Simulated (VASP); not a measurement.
Runs of VASP 6.6.1 on Cu. The structure is that of space group Im-3m (No. 229), or close to it. The cells are those of the table. 

```tsv
task	cell	k mesh	cutoff (eV)	gap on the mesh (eV)	pressure (GPa)
single point	a = 2.459 Å, angles 109.5°, 1 atom	17 × 17 × 17	520	none	13.2
single point	a = 2.529 Å, angles 109.5°, 1 atom	15 × 15 × 15	520	none	0.5
single point	a = 2.529 Å, angles 109.5°, 1 atom	17 × 17 × 17	520	none	0.5
relaxation of cell and atoms	relaxed from a = 2.485 Å, angles 109.5°, 1 atom	15 × 15 × 15	600	none	0.0
single point	a = 2.562 Å, angles 109.5°, 1 atom	17 × 17 × 17	520	none	(a)
```

Alike in all rows: level RPBE; potentials or basis VASP PAW PBE potentials, release 64 (Cu); no spin polarisation; smearing fermi-dirac 0.1 eV.

Q: Fill in the values left out.

A: (a) -3.8.

Caveats: the PAW data sets were made with another functional, which shifts forces and pressure a little.

A gap of «none» marks levels without a gap at the run's occupations.
